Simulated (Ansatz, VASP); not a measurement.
**CSO: VASP beside Ansatz**

```
O C S
1.0
    10.25669    0.00000    0.00000
     0.00000   10.25669    0.00000
     0.00000    0.00000   10.25669
O C S
10 10 10
Direct
  0.48233 0.30488 0.04380
  0.17074 0.11924 0.33851
  0.96570 0.48534 0.61542
  0.05399 0.78281 0.67087
  0.73606 0.91387 0.76846
  0.74994 0.23064 0.50479
  0.62647 0.54182 0.55674
  0.76748 0.94899 0.31295
  0.18868 0.34626 0.85095
  0.23952 0.05134 0.03003
  0.48178 0.32834 0.15451
  0.19136 0.00839 0.33234
  0.92196 0.50300 0.71808
  0.14092 0.76152 0.74008
  0.65774 0.92760 0.84871
  0.68435 0.23513 0.59668
  0.57705 0.64298 0.54614
  0.81032 0.84865 0.34237
  0.16679 0.36478 0.96045
  0.13507 0.03725 0.98851
  0.48120 0.36042 0.30297
  0.21920 0.85917 0.32365
  0.86349 0.52656 0.85655
  0.25870 0.73402 0.83272
  0.55221 0.94701 0.95608
  0.59626 0.24168 0.72077
  0.51007 0.77851 0.53141
  0.86815 0.71362 0.38211
  0.13749 0.38781 0.10770
  0.99469 0.01967 0.93292
```

Alike in both runs: functional r2SCAN; dispersion D3(BJ); k mesh 1 × 1 × 1; occupations fermi-dirac, width 0.02 eV; no spin polarisation.

Ansatz relaxed the structure, and its values are those at the end. VASP's run is a single point on that final structure, the one shown.

|  | VASP | Ansatz |
| --- | --- | --- |
| version | VASP 6.6.1 | Ansatz 0.2.0 |
| potentials or method | VASP PAW PBE potentials, release 64 (O, C, S), cutoff 520 eV | scalar-relativistic, plane waves, PAW |
| valence electrons in the cell | 160 | 160 |

```tsv
	VASP	Ansatz	Ansatz less VASP
gap on the k mesh at the Fermi level (eV)	5.40	5.40	+0.004
rms of the force components (eV/Å)	0.438	0.074	-0.3636
```

VASP's potentials were made for PBE, not for r2SCAN. One of these differences is far larger than is usual between the two programs; its cause wasn't traced. Ansatz's warnings: dispersion damping borrowed, xc potential rough in thin density.

Noted on VASP's run: the standard files for N, O and F lose accuracy on very short bonds.
